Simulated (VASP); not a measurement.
# Zn (P6_3/mmc) in VASP: notebook

Zn is run at these levels: LDA; tasks: single point.

All numbers are computed with VASP 6.6.1; they aren't measurements. Logs are shortened: lines on timing, memory, paths and dates and some standing lists are left out, and cuts for length are marked.

### 1 The cell of the first run

Symmetry: P6_3/mmc, No. 194, hexagonal system. The conventional cell has a = 2.575 Å, b = 2.575 Å, c = 4.714 Å, α = 90.00°, β = 90.00°, γ = 120.00°. Zn (site symmetry -6m2) has 12 Zn at 2.57 to 2.79 Å within 3.4 Å.

### 2 Single point, LDA

INCAR

```
  PREC = Accurate
  ENCUT = 500
  EDIFF = 1E-6
  ISMEAR = -1
  SIGMA = 0.1
  LREAL = False
  LASPH = True
  NELM = 120
  ALGO = Normal
  ISIF = 2
  LWAVE = False
  LCHARG = False
  GGA = CA
  NBANDS = 19
  GGA_COMPAT = False
```

KPOINTS

```
regular mesh
0
Gamma
  16 16 8
```

POSCAR

```
Zn
1.0
    1.2872944537     -2.2296593982      0.0000000000
    1.2872944537      2.2296593982      0.0000000000
    0.0000000000      0.0000000000      4.7135629526
Zn
2
Direct
    0.6666666670      0.3333333330      0.2500000000
    0.3333333330      0.6666666670      0.7500000000
```

Potentials or basis: VASP PAW LDA potentials, release 64 (Zn).

Command:

```
$ cat potpaw_LDA.64/Zn/POTCAR > POTCAR
$ mpirun -np 1 vasp_std > vasp.out
```

OUTCAR:

```text
PREC = Accurate
   ENCUT = 500
   EDIFF = 1E-6
   ISMEAR = -1
   LREAL = False
   LASPH = True
   NELM = 120
   ISIF = 2
   GGA = CA

 ion  position               nearest neighbor table
   1  0.667  0.333  0.250-   2 2.79   2 2.79   2 2.79   2 2.79   2 2.79   2 2.79
   2  0.333  0.667  0.750-   1 2.79   1 2.79   1 2.79   1 2.79   1 2.79   1 2.79

  LATTYP: Found a hexagonal cell.
 ALAT       =     2.5745889075
 C/A-ratio  =     1.8308021676

  Lattice vectors:

 A1 = (   1.2872944537,  -2.2296593982,   0.0000000000)
 A2 = (   1.2872944537,   2.2296593982,   0.0000000000)
 A3 = (   0.0000000000,   0.0000000000,   4.7135629526)

Analysis of symmetry for initial positions (statically):
=====================================================================
 Subroutine PRICEL returns:
 Original cell was already a primitive cell.

 Routine SETGRP: Setting up the symmetry group for a
 hexagonal supercell.

 Subroutine GETGRP returns: Found 24 space group operations
 (whereof 12 operations were pure point group operations)
 out of a pool of 24 trial point group operations.

The static configuration has the point symmetry D_3d.
 The point group associated with its full space group is D_6h.

Analysis of symmetry for dynamics (positions and initial velocities):
=====================================================================
 Subroutine PRICEL returns:
 Original cell was already a primitive cell.

 Routine SETGRP: Setting up the symmetry group for a
 hexagonal supercell.

 Subroutine GETGRP returns: Found 24 space group operations
 (whereof 12 operations were pure point group operations)
 out of a pool of 24 trial point group operations.

The dynamic configuration has the point symmetry D_3d.
 The point group associated with its full space group is D_6h.

 Subroutine INISYM returns: Found 24 space group operations
 (whereof 12 operations are pure point group operations),
 and found     1 'primitive' translations

----------------------------------------------------------------------------------------

                                     Primitive cell

  volume of cell :      27.0580

  direct lattice vectors                    reciprocal lattice vectors
     1.287294454 -2.229659398  0.000000000     0.388411524 -0.224249498  0.000000000
     1.287294454  2.229659398  0.000000000     0.388411524  0.224249498  0.000000000
     0.000000000  0.000000000  4.713562953     0.000000000  0.000000000  0.212153738

  length of vectors
     2.574588907  2.574588907  4.713562953     0.448498995  0.448498995  0.212153738

  position of ions in fractional coordinates (direct lattice)
     0.666666667  0.333333333  0.250000000
     0.333333333  0.666666667  0.750000000

  ion indices of the primitive-cell ions
   primitive index   ion index
                 1           1
                 2           2

----------------------------------------------------------------------------------------

 KPOINTS: regular mesh

Automatic generation of k-mesh.
 Grid dimensions read from file:
 generate k-points for:   16   16    8

 Generating k-lattice:

  Cartesian coordinates                     Fractional coordinates (reciprocal lattice)
     0.024275720 -0.014015594  0.000000000     0.062500000  0.000000000  0.000000000
     0.024275720  0.014015594  0.000000000     0.000000000  0.062500000  0.000000000
     0.000000000  0.000000000  0.026519217     0.000000000  0.000000000  0.125000000

  Length of vectors
     0.028031187  0.028031187  0.026519217

  Shift w.r.t. Gamma in fractional coordinates (k-lattice)
     0.000000000  0.000000000  0.000000000

 Subroutine IBZKPT returns following result:
 ===========================================

 Found    150 irreducible k-points:

 Following reciprocal coordinates:
            Coordinates               Weight
  0.000000  0.000000  0.000000      1.000000
  0.062500  0.000000  0.000000      6.000000
  0.125000  0.000000  0.000000      6.000000
  0.187500  0.000000  0.000000      6.000000
  0.250000  0.000000  0.000000      6.000000
  0.312500 -0.000000  0.000000      6.000000
[... 16 lines left out ...]
  0.187500  0.187500  0.000000      6.000000
  0.250000  0.187500  0.000000     12.000000
 [... further k-points ...]
   k-points           NKPTS =    150   k-points in BZ     NKDIM =    150   number of bands    NBANDS=     19
   number of dos      NEDOS =    301   number of ions     NIONS =      2
   total plane-waves  NPLWV =  14400
   dimension x,y,z NGX =    20 NGY =   20 NGZ =   36
   dimension x,y,z NGXF=    40 NGYF=   40 NGZF=   72
   ions per type =               2
   NGX,Y,Z   is equivalent  to a cutoff of  12.91, 12.91, 12.70 a.u.
   NGXF,Y,Z  is equivalent  to a cutoff of  25.83, 25.83, 25.39 a.u.
 SYSTEM =  unknown system
   PREC   = accura    normal or accurate (medium, high low for compatibility)
   ISTART =      0    job   : 0-new  1-cont  2-samecut
   ICHARG =      2    charge: 1-file 2-atom 10-const
   ISPIN  =      1    spin polarized calculation?
   LNONCOLLINEAR =      F non collinear calculations
   LSORBIT =      F    spin-orbit coupling
   LASPH  =      T    aspherical Exc in radial PAW
   ENCUT  =  500.0 eV  36.75 Ry    6.06 a.u.   4.69  4.69  8.59*2*pi/ulx,y,z
   NELM   =    120;   NELMIN=  2; NELMDL= -5     # of ELM steps
   EDIFF  = 0.1E-05   stopping-criterion for ELM
   LREAL  =      F    real-space projection
   EDIFFG = 0.1E-04   stopping-criterion for IOM
   NSW    =      0    number of steps for IOM
   IBRION =     -1    ionic relax: 0-MD 1-quasi-New 2-CG
   NFREE  =      0    steps in history (QN), initial steepest desc. (CG)
   ISIF   =      2    stress and relaxation
   ISYM   =      2    0-nonsym 1-usesym 2-fastsym
   POTIM  = 0.5000    time-step for ionic-motion
   TEBEG  =    0.0;   TEEND  =   0.0 temperature during run
   PSTRESS=    0.0 pullay stress
   NELECT =      24.0000    total number of electrons
   NUPDOWN=      -1.0000    fix difference up-down
   EMIN   =  10.00;   EMAX   =-10.00  energy-range for DOS
   EFERMI =   0.00;   METHOD = LEGACY
   ISMEAR =    -1;   SIGMA  =   0.10  broadening in eV -4-tet -1-fermi 0-gaus
   EFERMI_NEDOS =   21; number of points for ismear=-14 and -15
   IALGO  =     38    algorithm
   IMIX   =      4    mixing-type and parameters
     AMIX     =   0.40;   BMIX     =  1.00
     AMIX_MAG =   1.60;   BMIX_MAG =  1.00
  volume/ion in A,a.u.               =      13.53        91.30
  Fermi-wavevector in a.u.,A,eV,Ry     =   1.572944  2.972434 33.662904  2.474154
  Thomas-Fermi vector in A             =   2.674303
   LORBIT       =      0    0 simple, 1 ext, 2 COOP (PROOUT), +10 PAW based schemes
   GGA     = CA    functional components
   LHFCALC =     F    Hartree Fock is set to
   AEXX    =    0.0000 exact exchange contribution
   IVDW    =     0    specifies the selected vdW correction
   LEPSILON=     F    determine dielectric tensor
   LRPA    =     F    only Hartree local field effects (RPA)
 non-spin polarized calculation
  energy-cutoff  :      500.00
  volume of cell :       27.06
 maximum number of plane-waves:       702
 NGX is ok and might be reduce to    20
   NGX =  9   NGY =  9   NGZ = 17

 number of electron      23.9999986 magnetization

 Free energy of the ion-electron system (eV)
  ---------------------------------------------------
  ext. energy  EPLUGINS =         0.00000000
  ---------------------------------------------------
  free energy    TOTEN  =        -3.77038314 eV

  energy without entropy =       -3.76252183  energy(sigma->0) =       -3.76645248

 E-fermi :   3.8319     XC(G=0): -12.5246

 val. band max:        3.7518957251   @ k =   0.3750   0.0000   0.0000
 cond. band min:       3.8347881476   @ k =   0.3750   0.0625   0.0000
 fundamental gap:      0.0828924225
 Fermi energy:         3.8319108146

 k-point     1 :       0.0000    0.0000    0.0000
  band No.  band energies     occupation
      1      -7.5991      2.00000
      2      -5.4465      2.00000
      3      -4.5708      2.00000
      4      -4.3077      2.00000
      5      -4.3077      2.00000
      6      -4.2402      2.00000
[... 11 lines left out ...]
     18      24.0240      0.00000
     19      24.1044      0.00000

 k-point     2 :       0.0625    0.0000    0.0000
  band No.  band energies     occupation
      1      -7.4747      2.00000
      2      -5.3880      2.00000
      3      -4.5577      2.00000
      4      -4.3207      2.00000
      5      -4.2749      2.00000
      6      -4.2556      2.00000
[... 11 lines left out ...]
     18      23.2671      0.00000
     19      25.2829      0.00000

 k-point     3 :       0.1250    0.0000    0.0000
  band No.  band energies     occupation
      1      -7.1079      2.00000
      2      -5.2320      2.00000
      3      -4.5342      2.00000
      4      -4.3475      2.00000
      5      -4.2792      2.00000
      6      -4.1803      2.00000
[... 11 lines left out ...]
     18      22.4703      0.00000
     19      23.9358      0.00000

 k-point     4 :       0.1875    0.0000    0.0000
  band No.  band energies     occupation
      1      -6.5257      2.00000
      2      -5.0491      2.00000
      3      -4.5200      2.00000
      4      -4.3901      2.00000
      5      -4.2488      2.00000
      6      -4.2133      2.00000
[... 11 lines left out ...]
     18      20.8816      0.00000
     19      21.3793      0.00000

 k-point     5 :       0.2500    0.0000    0.0000
  band No.  band energies     occupation
      1      -5.8240      2.00000
      2      -4.9715      2.00000
      3      -4.4897      2.00000
      4      -4.4414      2.00000
      5      -4.3875      2.00000
      6      -4.0633      2.00000
[... 11 lines left out ...]
     18      20.2205      0.00000
     19      21.5044      0.00000

 k-point     6 :       0.3125   -0.0000    0.0000
  band No.  band energies     occupation
      1      -5.3065      2.00000
      2      -5.0155      2.00000
      3      -4.6867      2.00000
      4      -4.3494      2.00000
      5      -4.1701      2.00000
      6      -4.1613      2.00000
[... 11 lines left out ...]
     18      19.7134      0.00000
     19      21.9546      0.00000

 k-point     7 :       0.3750    0.0000    0.0000
  band No.  band energies     occupation
      1      -5.1772      2.00000
      2      -5.0754      2.00000
      3      -4.8279      2.00000
      4      -4.2428      2.00000
      5      -4.2386      2.00000
      6      -4.1134      2.00000
[... 11 lines left out ...]
     18      19.3558      0.00000
     19      21.1435      0.00000

 k-point     8 :       0.4375    0.0000    0.0000
  band No.  band energies     occupation
      1      -5.1979      2.00000
      2      -5.1056      2.00000
      3      -4.9119      2.00000
      4      -4.2968      2.00000
      5      -4.1614      2.00000
      6      -4.1420      2.00000
[... 256 lines left out ...]
 k-point    20 :       0.3125    0.1250    0.0000
  band No.  band energies     occupation
      1      -4.9953      2.00000
      2      -4.9224      2.00000
      3      -4.8042      2.00000
      4      -4.2917      2.00000
      5      -4.2255      2.00000
      6      -4.1321      2.00000
[... 11 lines left out ...]
     18      17.8445      0.00000
     19      18.8265      0.00000

 k-point    21 :       0.3750    0.1250    0.0000
  band No.  band energies     occupation
      1      -5.0512      2.00000
      2      -4.9433      2.00000
      3      -4.8726      2.00000
      4      -4.3070      2.00000
      5      -4.1826      2.00000
      6      -4.1514      2.00000
[... 11 lines left out ...]
     18      17.4440      0.00000
     19      18.4955      0.00000

 k-point    22 :       0.4375    0.1250    0.0000
  band No.  band energies     occupation
      1      -5.0730      2.00000
      2      -4.9547      2.00000
      3      -4.8952      2.00000
      4      -4.3074      2.00000
      5      -4.2103      2.00000
      6      -4.1255      2.00000
[... 11 lines left out ...]
     18      17.3081      0.00000
     19      18.3849      0.00000

 k-point    23 :       0.1875    0.1875    0.0000
  band No.  band energies     occupation
      1      -4.9546      2.00000
      2      -4.7043      2.00000
      3      -4.6659      2.00000
      4      -4.6551      2.00000
      5      -4.3550      2.00000
      6      -4.2711      2.00000
[... 11 lines left out ...]
     18      16.7840      0.00000
     19      18.0047      0.00000

 k-point    24 :       0.2500    0.1875    0.0000
  band No.  band energies     occupation
      1      -4.7984      2.00000
      2      -4.7522      2.00000
      3      -4.7514      2.00000
      4      -4.4211      2.00000
      5      -4.3219      2.00000
      6      -4.2630      2.00000
[... 11 lines left out ...]
     18      15.8979      0.00000
     19      16.9791      0.00000

 [... further k-points ...]

------------------------ aborting loop because EDIFF is reached ----------------------------------------

  FORCE on cell =-STRESS in cart. coord.  units (eV):
  Direction    XX          YY          ZZ          XY          YZ          ZX
  --------------------------------------------------------------------------------------
  -------------------------------------------------------------------------------------
  Total        0.1149819      0.1149819      0.1387030      0.0000000      0.0000000     -0.0000000
  in kB        6.8083900      6.8083900      8.2129812      0.0000000      0.0000000     -0.0000000
  external PRESSURE =       7.2765871 kB  Pullay stress =       0.0000000 kB

 VOLUME and BASIS-vectors are now :
 -----------------------------------------------------------------------------
  energy-cutoff  :      500.00
  volume of cell :       27.06
      direct lattice vectors                 reciprocal lattice vectors
     1.287294454 -2.229659398  0.000000000     0.388411524 -0.224249498  0.000000000
     1.287294454  2.229659398  0.000000000     0.388411524  0.224249498  0.000000000
     0.000000000  0.000000000  4.713562953     0.000000000  0.000000000  0.212153738

 POSITION                                       TOTAL-FORCE (eV/Angst)
 -----------------------------------------------------------------------------------
      1.28729     -0.74322      1.17839         0.000000      0.000000      0.000000
      1.28729      0.74322      3.53517        -0.000000     -0.000000      0.000000
 -----------------------------------------------------------------------------------
    total drift:                                0.000000      0.000000      0.000000

  FREE ENERGIE OF THE ION-ELECTRON SYSTEM (eV)
  ---------------------------------------------------
  free  energy   TOTEN  =        -3.7703831350 eV

  energy  without entropy=       -3.7625218264  energy(sigma->0) =       -3.76645248
```

It took 1.7 min on 1 thread of Intel Xeon 8259CL, shared host; peak memory 0.17 GiB.

Results:

- Free energy: -3.7704 eV
- Pressure: 0.7 GPa
- Band gap on the k mesh: zero (bands 12 and 13 overlap by 4.31 eV)

### 3 Single point, LDA

INCAR

```
SYSTEM = Zn
  ALGO = Normal
  EDIFF = 1E-6
  ENCUT = 500
  GGA_COMPAT = .False.
  ISIF = 2
  ISMEAR = -1
  LASPH = .True.
  LCHARG = .False.
  LREAL = .False.
  LWAVE = .False.
  NBANDS = 19
  NELM = 120
  PREC = Accurate
  SIGMA = 0.1
```

KPOINTS

```
k-points
0
Gamma
  16 16 8
  0 0 0
```

POSCAR is that of step 2.

Potentials or basis: VASP PAW LDA potentials, release 64 (Zn).

Command:

```
$ cat potpaw_LDA.64/Zn/POTCAR > POTCAR
$ mpirun -np 1 vasp_std > vasp.out
```

It took 1.7 min on 1 thread of Intel Xeon 8259CL, shared host; peak memory 0.17 GiB.

The run converged. Its results:

```yaml
Free_energy: -3.7704 eV
Pressure: 0.7 GPa
Band_gap_on_the_k_mesh: zero (bands 12 and 13 overlap by 4.31 eV)
```

Stress tensor (GPa, compression positive):
```
0.68 0.00 0.00
0.00 0.68 0.00
0.00 0.00 0.82
```

Levels at points of the mesh, in eV from the Fermi level:
| k point | band 10 | band 11 | band 12 | band 13 | band 14 | band 15 |
| --- | --- | --- | --- | --- | --- | --- |
| (0.00, 0.00, 0.00) | -7.41 | -7.41 | -4.20 | -2.88 | 15.08 | 18.52 |
| (0.50, 0.00, 0.00) | -7.19 | -3.31 | -2.38 | 2.91 | 3.60 | 4.78 |
| (0.00, 0.00, 0.50) | -7.52 | -7.52 | -7.52 | 5.19 | 5.19 | 19.98 |
| (0.50, 0.00, 0.50) | -7.20 | -2.31 | -2.31 | 0.25 | 0.25 | 11.01 |
